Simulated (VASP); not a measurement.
# La2O3 (P-3m1) in VASP: further runs, part 2 of 2

VASP 6.6.1. Earlier steps stand in the parts before.

## 4. Single point, PBE (strain -2.0%)

INCAR reads:

```
SYSTEM = La2O3
PREC = Accurate
ENCUT = 520
EDIFF = 1E-6
ISMEAR = -1
SIGMA = 0.02
LREAL = .FALSE.
LASPH = .TRUE.
NELM = 100
ALGO = Normal
ISIF = 2
LWAVE = .FALSE.
LCHARG = .TRUE.
GGA = PE
LELF = .TRUE.
LVHAR = .TRUE.
NBANDS = 28
```

KPOINTS reads:

```
regular mesh
0
G
  12 12 4
  0 0 0
```

POSCAR reads:

```
La2O3
1.0
    3.8563995137      0.0000000000      0.0000000000
   -1.9281997569      3.3397399460      0.0000000000
    0.0000000000      0.0000000000      6.0037026099
La O
2 3
Direct
    0.6666666667      0.3333333333      0.7573159128
    0.3333333333      0.6666666667      0.2426840872
    0.6666666667      0.3333333333      0.3537516815
    0.3333333333      0.6666666667      0.6462483185
    0.0000000000      0.0000000000      0.0000000000
```

Potentials or basis: VASP PAW PBE potentials, release 64 (La, O).

Command:

```bash
$ cat potpaw_PBE.64/La/POTCAR potpaw_PBE.64/O/POTCAR > POTCAR
$ mpirun -np 1 vasp_std > vasp.out
```

OUTCAR:

```text
SYSTEM = La2O3
   PREC = Accurate
   ENCUT = 520
   EDIFF = 1E-6
   ISMEAR = -1
   LREAL = .FALSE.
   LASPH = .TRUE.
   NELM = 100
   ISIF = 2
   GGA = PE

 ion  position               nearest neighbor table
   1  0.667  0.333  0.757-   4 2.32   4 2.32   4 2.32   3 2.42   5 2.66   5 2.66   5 2.66   2 3.67
                             2 3.67   2 3.67
   2  0.333  0.667  0.243-   3 2.32   3 2.32   3 2.32   4 2.42   5 2.66   5 2.66   5 2.66   1 3.67
                             1 3.67   1 3.67
   3  0.667  0.333  0.354-   2 2.32   2 2.32   2 2.32   1 2.42
   4  0.333  0.667  0.646-   1 2.32   1 2.32   1 2.32   2 2.42
   5  0.000  0.000  0.000-   1 2.66   2 2.66   1 2.66   2 2.66   1 2.66   2 2.66

  LATTYP: Found a hexagonal cell.
 ALAT       =     3.8563995137
 C/A-ratio  =     1.5568155189

  Lattice vectors:

 A1 = (   3.8563995137,   0.0000000000,   0.0000000000)
 A2 = (  -1.9281997569,   3.3397399460,   0.0000000000)
 A3 = (   0.0000000000,   0.0000000000,   6.0037026099)

Analysis of symmetry for initial positions (statically):
=====================================================================
 Subroutine PRICEL returns:
[... 173 lines left out ...]
  free energy    TOTEN  =       -41.66203458 eV

  energy without entropy =      -41.66203458  energy(sigma->0) =      -41.66203458

 E-fermi :   6.9728     XC(G=0): -10.7548

 val. band max:        6.5676369953   @ k =   0.2500   0.2500   0.5000
 cond. band min:      10.4530939708   @ k =   0.5000   0.0000   0.0000
 fundamental gap:      3.8854569755
 Fermi energy:         6.9728322242

 k-point     1 :       0.0000    0.0000    0.0000
  band No.  band energies     occupation
      1     -23.1211      2.00000
      2     -22.8082      2.00000
      3     -10.5947      2.00000
      4      -9.2210      2.00000
      5      -8.8518      2.00000
      6      -6.5532      2.00000
[... 733 lines left out ...]
     27      12.2518      0.00000
     28      12.4251      0.00000

 [... further k-points ...]
[... 5 lines left out ...]
  --------------------------------------------------------------------------------------
  -------------------------------------------------------------------------------------
  Total        4.9892644      4.9892644      3.8727014     -0.0000000      0.0000000     -0.0000000
  in kB      103.3792230    103.3792230     80.2436647     -0.0000000      0.0000000     -0.0000000
  external PRESSURE =      95.6673702 kB  Pullay stress =       0.0000000 kB

 VOLUME and BASIS-vectors are now :
 -----------------------------------------------------------------------------
  energy-cutoff  :      520.00
  volume of cell :       77.32
      direct lattice vectors                 reciprocal lattice vectors
     3.856399514  0.000000000  0.000000000     0.259309233  0.149712255  0.000000000
    -1.928199757  3.339739946  0.000000000     0.000000000  0.299424511  0.000000000
     0.000000000  0.000000000  6.003702610     0.000000000  0.000000000  0.166563880

 POSITION                                       TOTAL-FORCE (eV/Angst)
 -----------------------------------------------------------------------------------
      1.92820      1.11325      4.54670         0.000000      0.000000     -0.043724
     -0.00000      2.22649      1.45700         0.000000     -0.000000      0.043724
      1.92820      1.11325      2.12382        -0.000000      0.000000     -0.003677
     -0.00000      2.22649      3.87988        -0.000000     -0.000000      0.003677
      0.00000      0.00000      0.00000        -0.000000      0.000000      0.000000
 -----------------------------------------------------------------------------------
    total drift:                               -0.000000      0.000000     -0.000000

  FREE ENERGIE OF THE ION-ELECTRON SYSTEM (eV)
  ---------------------------------------------------
  free  energy   TOTEN  =       -41.6620345787 eV

  energy  without entropy=      -41.6620345786  energy(sigma->0) =      -41.66203458
```

It took 3.1 min on 1 thread of Intel Xeon Platinum 8259CL at 2.50GHz (Skylake/Cascade Lake), shared host; peak memory 0.3 GiB.

What came out:

| Property | Result |
| --- | --- |
| Free energy | -41.6620 eV |
| Pressure | 9.6 GPa |
| Largest force | 0.044 eV/Å |
| Band gap on the k mesh | 3.89 eV, indirect (least direct gap 3.97 eV) |

Forces on the atoms (eV/Å):
```
La   0.000  0.000 -0.044
La   0.000  0.000  0.044
O    0.000  0.000 -0.004
O    0.000  0.000  0.004
O    0.000  0.000  0.000
```

Caveat: the cell differs from its parent crystal (strain -2.0%); spin-orbit coupling is left out, which moves the levels of the heavy elements. A k mesh can miss the band edges.

## 5. Single point, PBE (strain -1.0%)

INCAR reads:

```
SYSTEM = La2O3
PREC = Accurate
ENCUT = 520
EDIFF = 1E-6
ISMEAR = -1
SIGMA = 0.02
LREAL = .False.
LASPH = .True.
NELM = 60
ALGO = Normal
ISIF = 2
LWAVE = .False.
LCHARG = .False.
GGA = PE
NBANDS = 28
```

KPOINTS reads:

```
regular mesh
0
Gamma
  12 12 4
  0 0 0
```

POSCAR reads:

```
La2O3
1.0
    3.8957505291      0.0000000000      0.0000000000
   -1.9478752646      3.3738189250      0.0000000000
    0.0000000000      0.0000000000      6.0649648814
La O
2 3
Direct
    0.6666666667      0.3333333333      0.7556050586
    0.3333333333      0.6666666667      0.2443949414
    0.6666666667      0.3333333333      0.3537941607
    0.3333333333      0.6666666667      0.6462058393
    0.0000000000      0.0000000000      0.0000000000
```

Potentials or basis: VASP PAW PBE potentials, release 64 (La, O).

Command:

```bash
$ cat potpaw_PBE.64/La/POTCAR potpaw_PBE.64/O/POTCAR > POTCAR
$ mpirun -np 1 vasp_std > vasp.out
```

OUTCAR:

```text
SYSTEM = La2O3
   PREC = Accurate
   ENCUT = 520
   EDIFF = 1E-6
   ISMEAR = -1
   LREAL = .False.
   LASPH = .True.
   NELM = 60
   ISIF = 2
   GGA = PE

 ion  position               nearest neighbor table
   1  0.667  0.333  0.756-   4 2.35   4 2.35   4 2.35   3 2.44   5 2.69   5 2.69   5 2.69
   2  0.333  0.667  0.244-   3 2.35   3 2.35   3 2.35   4 2.44   5 2.69   5 2.69   5 2.69
   3  0.667  0.333  0.354-   2 2.35   2 2.35   2 2.35   1 2.44
   4  0.333  0.667  0.646-   1 2.35   1 2.35   1 2.35   2 2.44
   5  0.000  0.000  0.000-   1 2.69   2 2.69   1 2.69   2 2.69   1 2.69   2 2.69

  LATTYP: Found a hexagonal cell.
 ALAT       =     3.8957505291
 C/A-ratio  =     1.5568155189

  Lattice vectors:

 A1 = (   3.8957505291,   0.0000000000,   0.0000000000)
 A2 = (  -1.9478752646,   3.3738189250,   0.0000000000)
 A3 = (   0.0000000000,   0.0000000000,   6.0649648814)

Analysis of symmetry for initial positions (statically):
=====================================================================
 Subroutine PRICEL returns:
 Original cell was already a primitive cell.

 Routine SETGRP: Setting up the symmetry group for a
 hexagonal supercell.

 Subroutine GETGRP returns: Found 12 space group operations
 (whereof 12 operations were pure point group operations)
 out of a pool of 24 trial point group operations.

The static configuration has the point symmetry D_3d.

Analysis of symmetry for dynamics (positions and initial velocities):
=====================================================================
 Subroutine PRICEL returns:
 Original cell was already a primitive cell.

 Routine SETGRP: Setting up the symmetry group for a
 hexagonal supercell.

 Subroutine GETGRP returns: Found 12 space group operations
 (whereof 12 operations were pure point group operations)
 out of a pool of 24 trial point group operations.

The dynamic configuration has the point symmetry D_3d.

 Subroutine INISYM returns: Found 12 space group operations
 (whereof 12 operations are pure point group operations),
 and found     1 'primitive' translations

----------------------------------------------------------------------------------------

                                     Primitive cell

  volume of cell :      79.7152

  direct lattice vectors                    reciprocal lattice vectors
     3.895750529  0.000000000  0.000000000     0.256689948  0.148200010  0.000000000
    -1.947875265  3.373818925  0.000000000     0.000000000  0.296400021  0.000000000
     0.000000000  0.000000000  6.064964881     0.000000000  0.000000000  0.164881416

  length of vectors
     3.895750529  3.895750529  6.064964881     0.296400021  0.296400021  0.164881416

  position of ions in fractional coordinates (direct lattice)
     0.666666667  0.333333333  0.755605059
     0.333333333  0.666666667  0.244394941
     0.666666667  0.333333333  0.353794161
     0.333333333  0.666666667  0.646205839
     0.000000000  0.000000000  0.000000000

  ion indices of the primitive-cell ions
   primitive index   ion index
                 1           1
                 2           2
                 3           3
                 4           4
                 5           5

----------------------------------------------------------------------------------------

 KPOINTS: regular mesh

Automatic generation of k-mesh.
 Grid dimensions read from file:
 generate k-points for:   12   12    4

 Generating k-lattice:

  Cartesian coordinates                     Fractional coordinates (reciprocal lattice)
     0.021390829  0.012350001  0.000000000     0.083333333  0.000000000  0.000000000
     0.000000000  0.024700002  0.000000000     0.000000000  0.083333333  0.000000000
     0.000000000  0.000000000  0.041220354     0.000000000  0.000000000  0.250000000

  Length of vectors
     0.024700002  0.024700002  0.041220354

  Shift w.r.t. Gamma in fractional coordinates (k-lattice)
     0.000000000  0.000000000  0.000000000

 Subroutine IBZKPT returns following result:
 ===========================================

 Found     69 irreducible k-points:

 Following reciprocal coordinates:
            Coordinates               Weight
  0.000000  0.000000  0.000000      1.000000
  0.083333 -0.000000  0.000000      6.000000
  0.166667 -0.000000  0.000000      6.000000
  0.250000 -0.000000  0.000000      6.000000
  0.333333 -0.000000  0.000000      6.000000
  0.416667 -0.000000  0.000000      6.000000
[... 16 lines left out ...]
  0.166667 -0.000000  0.250000      6.000000
  0.000000  0.166667  0.250000      6.000000
 [... further k-points ...]
   k-points           NKPTS =     69   k-points in BZ     NKDIM =     69   number of bands    NBANDS=     28
   number of dos      NEDOS =    301   number of ions     NIONS =      5
   total plane-waves  NPLWV =  43200
   dimension x,y,z NGX =    30 NGY =   30 NGZ =   48
   dimension x,y,z NGXF=    60 NGYF=   60 NGZF=   96
   ions per type =               2   3
   NGX,Y,Z   is equivalent  to a cutoff of  12.80, 12.80, 13.16 a.u.
   NGXF,Y,Z  is equivalent  to a cutoff of  25.60, 25.60, 26.31 a.u.
 SYSTEM =  La2O3
   PREC   = accura    normal or accurate (medium, high low for compatibility)
   ISTART =      0    job   : 0-new  1-cont  2-samecut
   ICHARG =      2    charge: 1-file 2-atom 10-const
   ISPIN  =      1    spin polarized calculation?
   LNONCOLLINEAR =      F non collinear calculations
   LSORBIT =      F    spin-orbit coupling
   LASPH  =      T    aspherical Exc in radial PAW
   ENCUT  =  520.0 eV  38.22 Ry    6.18 a.u.   7.24  7.24 11.28*2*pi/ulx,y,z
   NELM   =     60;   NELMIN=  2; NELMDL= -5     # of ELM steps
   EDIFF  = 0.1E-05   stopping-criterion for ELM
   LREAL  =      F    real-space projection
   EDIFFG = 0.1E-04   stopping-criterion for IOM
   NSW    =      0    number of steps for IOM
   IBRION =     -1    ionic relax: 0-MD 1-quasi-New 2-CG
   NFREE  =      0    steps in history (QN), initial steepest desc. (CG)
   ISIF   =      2    stress and relaxation
   ISYM   =      2    0-nonsym 1-usesym 2-fastsym
   POTIM  = 0.5000    time-step for ionic-motion
   TEBEG  =    0.0;   TEEND  =   0.0 temperature during run
   PSTRESS=    0.0 pullay stress
   NELECT =      40.0000    total number of electrons
   NUPDOWN=      -1.0000    fix difference up-down
   EMIN   =  10.00;   EMAX   =-10.00  energy-range for DOS
   EFERMI =   0.00;   METHOD = LEGACY
   ISMEAR =    -1;   SIGMA  =   0.02  broadening in eV -4-tet -1-fermi 0-gaus
   EFERMI_NEDOS =   21; number of points for ismear=-14 and -15
   IALGO  =     38    algorithm
   IMIX   =      4    mixing-type and parameters
     AMIX     =   0.40;   BMIX     =  1.00
     AMIX_MAG =   1.60;   BMIX_MAG =  1.00
  volume/ion in A,a.u.               =      15.94       107.59
  Fermi-wavevector in a.u.,A,eV,Ry     =   1.300912  2.458366 23.026103  1.692371
  Thomas-Fermi vector in A             =   2.432080
   LORBIT       =      0    0 simple, 1 ext, 2 COOP (PROOUT), +10 PAW based schemes
   GGA     = PE    functional components
   LHFCALC =     F    Hartree Fock is set to
   AEXX    =    0.0000 exact exchange contribution
   IVDW    =     0    specifies the selected vdW correction
   LEPSILON=     F    determine dielectric tensor
   LRPA    =     F    only Hartree local field effects (RPA)
 non-spin polarized calculation
  energy-cutoff  :      520.00
  volume of cell :       79.72
 maximum number of plane-waves:      2189
 NGX is ok and might be reduce to    30
   NGX = 15   NGY = 15   NGZ = 23

 number of electron      39.9999999 magnetization

 Free energy of the ion-electron system (eV)
  ---------------------------------------------------
  ext. energy  EPLUGINS =         0.00000000
  ---------------------------------------------------
  free energy    TOTEN  =       -41.77298898 eV

  energy without entropy =      -41.77298898  energy(sigma->0) =      -41.77298898

 E-fermi :   6.7535     XC(G=0): -10.6009

 val. band max:        6.2386515652   @ k =   0.2500   0.2500   0.5000
 cond. band min:      10.1167387942   @ k =   0.5000  -0.0000   0.0000
 fundamental gap:      3.8780872289
 Fermi energy:         6.7535282347

 k-point     1 :       0.0000    0.0000    0.0000
  band No.  band energies     occupation
      1     -23.5138      2.00000
      2     -23.2414      2.00000
      3     -10.7889      2.00000
      4      -9.4847      2.00000
      5      -9.0855      2.00000
      6      -6.9651      2.00000
[... 20 lines left out ...]
     27      11.7408      0.00000
[... 691 lines left out ...]
      6      -7.0202      2.00000
[... 20 lines left out ...]
     27      11.7741      0.00000
     28      11.8980      0.00000

 [... further k-points ...]
[... 5 lines left out ...]
  --------------------------------------------------------------------------------------
  -------------------------------------------------------------------------------------
  Total        2.6298489      2.6298489      2.1938053     -0.0000000      0.0000000      0.0000000
  in kB       52.8567161     52.8567161     44.0927776     -0.0000000      0.0000000      0.0000000
  external PRESSURE =      49.9354032 kB  Pullay stress =       0.0000000 kB

 VOLUME and BASIS-vectors are now :
 -----------------------------------------------------------------------------
  energy-cutoff  :      520.00
  volume of cell :       79.72
      direct lattice vectors                 reciprocal lattice vectors
     3.895750529  0.000000000  0.000000000     0.256689948  0.148200010  0.000000000
    -1.947875265  3.373818925  0.000000000     0.000000000  0.296400021  0.000000000
     0.000000000  0.000000000  6.064964881     0.000000000  0.000000000  0.164881416

 POSITION                                       TOTAL-FORCE (eV/Angst)
 -----------------------------------------------------------------------------------
      1.94788      1.12461      4.58272         0.000000     -0.000000     -0.041598
     -0.00000      2.24921      1.48225        -0.000000      0.000000      0.041598
      1.94788      1.12461      2.14575         0.000000     -0.000000     -0.008637
     -0.00000      2.24921      3.91922        -0.000000      0.000000      0.008637
      0.00000      0.00000      0.00000        -0.000000     -0.000000      0.000000
 -----------------------------------------------------------------------------------
    total drift:                               -0.000000      0.000000      0.000000

  FREE ENERGIE OF THE ION-ELECTRON SYSTEM (eV)
  ---------------------------------------------------
  free  energy   TOTEN  =       -41.7729889814 eV

  energy  without entropy=      -41.7729889814  energy(sigma->0) =      -41.77298898
```

OSZICAR:

```text
N       E                     dE             d eps       ncg     rms          rms(c)
DAV:   1     0.476439527061E+03    0.47644E+03   -0.15466E+04  4024   0.221E+03
DAV:   2     0.856005643025E+02   -0.39084E+03   -0.37112E+03  5072   0.357E+02
DAV:   3    -0.328176250902E+02   -0.11842E+03   -0.11440E+03  6328   0.198E+02
DAV:   4    -0.464703233660E+02   -0.13653E+02   -0.13616E+02  6544   0.728E+01
DAV:   5    -0.473951130991E+02   -0.92479E+00   -0.92405E+00  6704   0.208E+01    0.150E+01
DAV:   6    -0.417834811313E+02    0.56116E+01   -0.48509E+01  6256   0.382E+01    0.752E+00
DAV:   7    -0.417733690926E+02    0.10112E-01   -0.50162E+00  7536   0.202E+01    0.356E+00
DAV:   8    -0.417781502952E+02   -0.47812E-02   -0.61555E-01  6904   0.618E+00    0.121E+00
DAV:   9    -0.417693426571E+02    0.88076E-02   -0.11011E-01  6872   0.237E+00    0.332E-01
DAV:  10    -0.417716980997E+02   -0.23554E-02   -0.24593E-02  6792   0.102E+00    0.155E-01
DAV:  11    -0.417728699903E+02   -0.11719E-02   -0.65224E-03  7088   0.577E-01    0.115E-01
DAV:  12    -0.417729345200E+02   -0.64530E-04   -0.20710E-03  6256   0.274E-01    0.468E-02
DAV:  13    -0.417729904596E+02   -0.55940E-04   -0.92407E-04  6872   0.193E-01    0.261E-02
DAV:  14    -0.417729883287E+02    0.21309E-05   -0.15035E-04  6872   0.962E-02    0.564E-03
DAV:  15    -0.417729886781E+02   -0.34943E-06   -0.13210E-05  5912   0.291E-02    0.230E-03
DAV:  16    -0.417729889814E+02   -0.30331E-06   -0.54811E-06  5224   0.155E-02
   1 F= -.41772989E+02 E0= -.41772989E+02  d E =-.186335E-12
```

stdout:

```text
POSCAR found type information on POSCAR LaO
 POSCAR found :  2 types and       5 ions
 scaLAPACK will be used
 LDA part: xc-table for (Slater+PW92), standard interpolation
 POSCAR, INCAR and KPOINTS ok, starting setup
 FFT: planning ... GRIDC
 FFT: planning ... GRID_SOFT
 FFT: planning ... GRID
 WAVECAR not read
 entering main loop
```

Run time: 3.5 min. Hardware: 1 thread of Intel Xeon Platinum 8259CL at 2.50GHz (Skylake/Cascade Lake), shared host; peak memory 0.3 GiB.

Results:

* Free energy: -41.7730 eV
* Pressure: 5.0 GPa
* Largest force: 0.042 eV/Å
* Band gap on the k mesh: 3.88 eV, indirect (least direct gap 3.98 eV)

Forces on the atoms (eV/Å):
```
La   0.000  0.000 -0.042
La   0.000  0.000  0.042
O    0.000  0.000 -0.009
O    0.000  0.000  0.009
O    0.000  0.000  0.000
```

Caveat: the cell differs from its parent crystal (strain -1.0%); spin-orbit coupling is left out, which moves the levels of the heavy elements. A k mesh can miss the band edges.

## 6. Summary

```csv
cell,gap on the mesh (eV),pressure (GPa),largest force (eV/Å)
"a = 3.778, b = 3.778, c = 5.881 Å, angles 90.0, 90.0, 120.0°, 5 atoms",3.81,20.8,0.04
"a = 3.817, b = 3.817, c = 5.942 Å, angles 90.0, 90.0, 120.0°, 5 atoms",3.87,14.8,0.04
"a = 3.856, b = 3.856, c = 6.004 Å, angles 90.0, 90.0, 120.0°, 5 atoms",3.89,9.6,0.04
"a = 3.896, b = 3.896, c = 6.065 Å, angles 90.0, 90.0, 120.0°, 5 atoms",3.88,5.0,0.04
```

Alike in all rows: task single point; level PBE; potentials or basis VASP PAW PBE potentials, release 64 (La, O); no spin polarisation; k mesh 12 × 12 × 4; cutoff (eV) 520; smearing fermi-dirac 0.02 eV.

Caveats: spin-orbit coupling is left out, which moves the levels of the heavy elements.

Total energies depend on the potentials used, so only differences within one code and one set of settings carry meaning.
